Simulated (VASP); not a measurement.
# MgSe (Fm-3m) in VASP: density of states with PBE

Aim: the density of states of MgSe with PBE.

All numbers are computed with VASP 6.6.1; they aren't measurements. Logs are shortened: lines on timing, memory, paths and dates and some standing lists are left out, and cuts for length are marked.

### Step 1. The cell of the first run

It takes space group Fm-3m (No. 225, cubic). Conventional cell: a = 5.451 Å, b = 5.451 Å, c = 5.451 Å, α = 90.00°, β = 90.00°, γ = 90.00°. Within 3.6 Å of Mg (site symmetry m-3m) lie 6 Se at 2.73 Å. Se (site symmetry m-3m) has 6 Mg at 2.73 Å within 3.6 Å.

### Step 2. Density of states, PBE

Input file POSCAR:

```
MgSe
1.0
    0.0000000000      2.7255000000      2.7255000000
    2.7255000000      0.0000000000      2.7255000000
    2.7255000000      2.7255000000      0.0000000000
Mg Se
1 1
Direct
    0.0000000000      0.0000000000      0.0000000000
    0.5000000000      0.5000000000      0.5000000000
```

Input file INCAR.step1:

```
ALGO = Normal ; EDIFF = 1E-6
ENCUT = 520 ; GGA = PE
GGA_COMPAT = F ; ISIF = 2
ISMEAR = 0 ; LASPH = T
LCHARG = T ; LORBIT = 11
LREAL = F ; LWAVE = F
NBANDS = 11 ; NEDOS = 2001
NELM = 120 ; PREC = Accurate
SIGMA = 0.01
```

Input file KPOINTS.step1:

```
k-points
0
Gamma
  5 5 5
```

Input file INCAR.step2:

```
ALGO = Normal ; EDIFF = 1E-6
ENCUT = 520 ; GGA = PE
GGA_COMPAT = F ; ICHARG = 11
ISIF = 2 ; ISMEAR = -5
LASPH = T ; LCHARG = F
LORBIT = 10 ; LREAL = F
LWAVE = F ; NEDOS = 2001
NELM = 120 ; PREC = Accurate
SIGMA = 0.01
```

Input file KPOINTS.step2:

```
k-points
0
Gamma
  8 8 8
```

Potentials or basis: VASP PAW PBE potentials, release 64 (Mg, Se).

Started as:

```bash
$ cat potpaw_PBE.64/Mg/POTCAR potpaw_PBE.64/Se/POTCAR > POTCAR
$ cp INCAR.step1 INCAR
$ cp KPOINTS.step1 KPOINTS
$ mpirun -np 1 vasp_std > vasp.out
$ cp INCAR.step2 INCAR
$ cp KPOINTS.step2 KPOINTS
$ mpirun -np 1 vasp_std > vasp.out
```

OUTCAR:

```text
EDIFF = 1E-6
   ENCUT = 520
   GGA = PE
   ICHARG = 11
   ISIF = 2
   ISMEAR = -5
   LASPH = T
   LORBIT = 10
   LREAL = F
   NELM = 120
   PREC = Accurate

 ion  position               nearest neighbor table
   1  0.000  0.000  0.000-   2 2.73   2 2.73   2 2.73   2 2.73   2 2.73   2 2.73
   2  0.500  0.500  0.500-   1 2.73   1 2.73   1 2.73   1 2.73   1 2.73   1 2.73

  LATTYP: Found a face centered cubic cell.
 ALAT       =     5.4510000000

  Lattice vectors:

 A1 = (   0.0000000000,   2.7255000000,   2.7255000000)
 A2 = (   2.7255000000,   0.0000000000,   2.7255000000)
 A3 = (   2.7255000000,   2.7255000000,   0.0000000000)

Analysis of symmetry for initial positions (statically):
=====================================================================
 Subroutine PRICEL returns:
 Original cell was already a primitive cell.

 Routine SETGRP: Setting up the symmetry group for a
 face centered cubic supercell.

 Subroutine GETGRP returns: Found 48 space group operations
 (whereof 48 operations were pure point group operations)
 out of a pool of 48 trial point group operations.

The static configuration has the point symmetry O_h .

Analysis of symmetry for dynamics (positions and initial velocities):
=====================================================================
 Subroutine PRICEL returns:
 Original cell was already a primitive cell.

 Routine SETGRP: Setting up the symmetry group for a
 face centered cubic supercell.

 Subroutine GETGRP returns: Found 48 space group operations
 (whereof 48 operations were pure point group operations)
 out of a pool of 48 trial point group operations.

The dynamic configuration has the point symmetry O_h .

 Subroutine INISYM returns: Found 48 space group operations
 (whereof 48 operations are pure point group operations),
 and found     1 'primitive' translations

----------------------------------------------------------------------------------------

                                     Primitive cell

  volume of cell :      40.4919

  direct lattice vectors                    reciprocal lattice vectors
     0.000000000  2.725500000  2.725500000    -0.183452578  0.183452578  0.183452578
     2.725500000  0.000000000  2.725500000     0.183452578 -0.183452578  0.183452578
     2.725500000  2.725500000  0.000000000     0.183452578  0.183452578 -0.183452578

  length of vectors
     3.854439064  3.854439064  3.854439064     0.317749185  0.317749185  0.317749185

  position of ions in fractional coordinates (direct lattice)
     0.000000000  0.000000000  0.000000000
     0.500000000  0.500000000  0.500000000

  ion indices of the primitive-cell ions
   primitive index   ion index
                 1           1
                 2           2

----------------------------------------------------------------------------------------

 KPOINTS: k-points

Automatic generation of k-mesh.
 Grid dimensions read from file:
 generate k-points for:    8    8    8

 Generating k-lattice:

  Cartesian coordinates                     Fractional coordinates (reciprocal lattice)
    -0.022931572  0.022931572  0.022931572     0.125000000  0.000000000  0.000000000
     0.022931572 -0.022931572  0.022931572     0.000000000  0.125000000  0.000000000
     0.022931572  0.022931572 -0.022931572     0.000000000  0.000000000  0.125000000

  Length of vectors
     0.039718648  0.039718648  0.039718648

  Shift w.r.t. Gamma in fractional coordinates (k-lattice)
     0.000000000  0.000000000  0.000000000

 TETIRR: Found     76 inequivalent tetrahedra from     3072

 Subroutine IBZKPT returns following result:
 ===========================================

 Found     29 irreducible k-points:

 Following reciprocal coordinates:
            Coordinates               Weight
  0.000000  0.000000  0.000000      1.000000
  0.125000  0.000000  0.000000      8.000000
  0.250000  0.000000  0.000000      8.000000
  0.375000  0.000000  0.000000      8.000000
  0.500000  0.000000  0.000000      4.000000
  0.125000  0.125000  0.000000      6.000000
[... 16 lines left out ...]
  0.500000  0.250000  0.125000     48.000000
 -0.375000  0.250000  0.125000     24.000000
 [... further k-points ...]
   k-points           NKPTS =     29   k-points in BZ     NKDIM =     29   number of bands    NBANDS=      8
   number of dos      NEDOS =   2001   number of ions     NIONS =      2
   total plane-waves  NPLWV =  27000
   dimension x,y,z NGX =    30 NGY =   30 NGZ =   30
   dimension x,y,z NGXF=    60 NGYF=   60 NGZF=   60
   ions per type =               1   1
   NGX,Y,Z   is equivalent  to a cutoff of  12.94, 12.94, 12.94 a.u.
   NGXF,Y,Z  is equivalent  to a cutoff of  25.88, 25.88, 25.88 a.u.
 SYSTEM =  unknown system
   PREC   = accura    normal or accurate (medium, high low for compatibility)
   ISTART =      0    job   : 0-new  1-cont  2-samecut
   ICHARG =     11    charge: 1-file 2-atom 10-const
   ISPIN  =      1    spin polarized calculation?
   LNONCOLLINEAR =      F non collinear calculations
   LSORBIT =      F    spin-orbit coupling
   LASPH  =      T    aspherical Exc in radial PAW
   ENCUT  =  520.0 eV  38.22 Ry    6.18 a.u.   7.17  7.17  7.17*2*pi/ulx,y,z
   NELM   =    120;   NELMIN=  2; NELMDL=  0     # of ELM steps
   EDIFF  = 0.1E-05   stopping-criterion for ELM
   LREAL  =      F    real-space projection
   EDIFFG = 0.1E-04   stopping-criterion for IOM
   NSW    =      0    number of steps for IOM
   IBRION =     -1    ionic relax: 0-MD 1-quasi-New 2-CG
   NFREE  =      0    steps in history (QN), initial steepest desc. (CG)
   ISIF   =      2    stress and relaxation
   ISYM   =      2    0-nonsym 1-usesym 2-fastsym
   POTIM  = 0.5000    time-step for ionic-motion
   TEBEG  =    0.0;   TEEND  =   0.0 temperature during run
   PSTRESS=    0.0 pullay stress
   NELECT =       8.0000    total number of electrons
   NUPDOWN=      -1.0000    fix difference up-down
   EMIN   =  10.00;   EMAX   =-10.00  energy-range for DOS
   EFERMI =   0.00;   METHOD = LEGACY
   ISMEAR =    -5;   SIGMA  =   0.01  broadening in eV -4-tet -1-fermi 0-gaus
   EFERMI_NEDOS =   21; number of points for ismear=-14 and -15
   IALGO  =     38    algorithm
   IMIX   =      4    mixing-type and parameters
     AMIX     =   0.40;   BMIX     =  1.00
     AMIX_MAG =   1.60;   BMIX_MAG =  1.00
  volume/ion in A,a.u.               =      20.25       136.63
  Fermi-wavevector in a.u.,A,eV,Ry     =   0.953488  1.801831 12.369596  0.909140
  Thomas-Fermi vector in A             =   2.082148
   LORBIT       =     10    0 simple, 1 ext, 2 COOP (PROOUT), +10 PAW based schemes
   GGA     = PE    functional components
   LHFCALC =     F    Hartree Fock is set to
   AEXX    =    0.0000 exact exchange contribution
   IVDW    =     0    specifies the selected vdW correction
   LEPSILON=     F    determine dielectric tensor
   LRPA    =     F    only Hartree local field effects (RPA)
 non-spin polarized calculation
 Fermi weights with tetrahedron method with Bloechl corrections
  energy-cutoff  :      520.00
  volume of cell :       40.49
 maximum number of plane-waves:      1106
 NGX is ok and might be reduce to    30

 number of electron       8.0000001 magnetization

 Free energy of the ion-electron system (eV)
  ---------------------------------------------------
  ext. energy  EPLUGINS =         0.00000000
  ---------------------------------------------------
  free energy    TOTEN  =        -7.48348485 eV

  energy without entropy =       -7.48348485  energy(sigma->0) =       -7.48348485

 E-fermi :   3.2446     XC(G=0):  -9.4861

 val. band max:        3.2395608411   @ k =   0.0000   0.0000   0.0000
 cond. band min:       5.0310109732   @ k =   0.5000   0.5000   0.0000
 fundamental gap:      1.7914501321
 Fermi energy:         3.2446486848

 k-point     1 :       0.0000    0.0000    0.0000
  band No.  band energies     occupation
      1      -9.7038      2.00000
      2       3.2396      2.00000
      3       3.2396      2.00000
      4       3.2396      2.00000
      5       5.8321      0.00000
      6      10.6435      0.00000
      7      10.6435      0.00000
      8      10.6435      0.00000

 k-point     2 :       0.1250    0.0000    0.0000
  band No.  band energies     occupation
      1      -9.5707      2.00000
      2       2.0189      2.00000
      3       3.1384      2.00000
      4       3.1384      2.00000
      5       6.7980      0.00000
      6      10.3329      0.00000
      7      10.8688      0.00000
      8      10.8688      0.00000

 k-point     3 :       0.2500    0.0000    0.0000
  band No.  band energies     occupation
      1      -9.2139      2.00000
      2       0.2202      2.00000
      3       2.9196      2.00000
      4       2.9196      2.00000
      5       7.3582      0.00000
      6      10.3016      0.00000
      7      10.3016      0.00000
      8      11.0064      0.00000

 k-point     4 :       0.3750    0.0000    0.0000
  band No.  band energies     occupation
      1      -8.7871      2.00000
      2      -1.1751      2.00000
      3       2.7286      2.00000
      4       2.7286      2.00000
      5       7.1731      0.00000
      6       9.5839      0.00000
      7       9.5839      0.00000
      8      11.9344      0.00000

 k-point     5 :       0.5000    0.0000    0.0000
  band No.  band energies     occupation
      1      -8.5801      2.00000
      2      -1.7174      2.00000
      3       2.6560      2.00000
      4       2.6560      2.00000
      5       7.0605      0.00000
      6       9.3286      0.00000
      7       9.3286      0.00000
      8      11.8580      0.00000

 k-point     6 :       0.1250    0.1250    0.0000
  band No.  band energies     occupation
      1      -9.5270      2.00000
      2       2.0521      2.00000
      3       2.8853      2.00000
      4       2.8853      2.00000
      5       7.2060      0.00000
      6       9.6595      0.00000
      7      10.8155      0.00000
      8      11.3283      0.00000

 k-point     7 :       0.2500    0.1250    0.0000
  band No.  band energies     occupation
      1      -9.2455      2.00000
      2       0.7082      2.00000
      3       2.5861      2.00000
      4       2.6506      2.00000
      5       7.9092      0.00000
      6       9.4902      0.00000
      7       9.7599      0.00000
      8      11.4093      0.00000
[... 133 lines left out ...]
 k-point    20 :      -0.3750    0.3750    0.0000
  band No.  band energies     occupation
      1      -8.2606      2.00000
      2      -0.5417      2.00000
      3      -0.1044      2.00000
      4       1.8006      2.00000
      5       6.2712      0.00000
      6       9.5152      0.00000
      7      12.1698      0.00000
      8      13.0877      0.00000

 k-point    21 :       0.5000    0.5000    0.0000
  band No.  band energies     occupation
      1      -8.2570      2.00000
      2      -1.0314      2.00000
      3       1.4501      2.00000
      4       1.4501      2.00000
      5       5.0310      0.00000
      6       7.1921      0.00000
      7      14.9908      0.00000
      8      15.4192      0.00000

 k-point    22 :       0.3750    0.2500    0.1250
  band No.  band energies     occupation
      1      -8.9363      2.00000
      2      -0.0339      2.00000
      3       1.6962      2.00000
      4       2.5359      2.00000
      5       8.0990      0.00000
      6       9.2658      0.00000
      7       9.5288      0.00000
      8      11.6585      0.00000

 k-point    23 :       0.5000    0.2500    0.1250
  band No.  band energies     occupation
      1      -8.5781      2.00000
      2      -0.8344      2.00000
      3       1.1505      2.00000
      4       2.1981      2.00000
      5       7.9952      0.00000
      6       8.9451      0.00000
      7      10.4685      0.00000
      8      11.5529      0.00000

 k-point    24 :      -0.3750    0.2500    0.1250
  band No.  band energies     occupation
      1      -8.4102      2.00000
      2      -1.1984      2.00000
      3       1.0082      2.00000
      4       2.0215      2.00000
      5       7.9727      0.00000
      6       8.6558      0.00000
      7      10.9935      0.00000
      8      12.3125      0.00000

 [... further k-points ...]
[... 5 lines left out ...]
  --------------------------------------------------------------------------------------
  -------------------------------------------------------------------------------------
  Total        0.3903866      0.3903866      0.3903866      0.0000000      0.0000000     -0.0000000
  in kB       15.4467414     15.4467414     15.4467414      0.0000000      0.0000000     -0.0000000
  external PRESSURE =      15.4467414 kB  Pullay stress =       0.0000000 kB

 VOLUME and BASIS-vectors are now :
 -----------------------------------------------------------------------------
  energy-cutoff  :      520.00
  volume of cell :       40.49
      direct lattice vectors                 reciprocal lattice vectors
     0.000000000  2.725500000  2.725500000    -0.183452578  0.183452578  0.183452578
     2.725500000  0.000000000  2.725500000     0.183452578 -0.183452578  0.183452578
     2.725500000  2.725500000  0.000000000     0.183452578  0.183452578 -0.183452578

 POSITION                                       TOTAL-FORCE (eV/Angst)
 -----------------------------------------------------------------------------------
      0.00000      0.00000      0.00000         0.000000      0.000000     -0.000000
      2.72550      2.72550      2.72550        -0.000000     -0.000000      0.000000
 -----------------------------------------------------------------------------------
    total drift:                               -0.000000     -0.000000      0.000000

  FREE ENERGIE OF THE ION-ELECTRON SYSTEM (eV)
  ---------------------------------------------------
  free  energy   TOTEN  =        -7.4834848534 eV

  energy  without entropy=       -7.4834848534  energy(sigma->0) =       -7.48348485

 total charge

# of ion       s       p       d       tot
------------------------------------------
    1        0.142   0.122   0.034   0.298
    2        1.434   2.504   0.012   3.950
--------------------------------------------------
tot          1.576   2.627   0.046   4.249
```

Run time: 26 s. Hardware: 1 thread of Intel Xeon 8259CL, shared host; peak memory 0.16 GiB.

What came out:

```yaml
Valence_electrons_inside_the_program's_atomic_spheres: Mg 0.30; Se 3.95
```
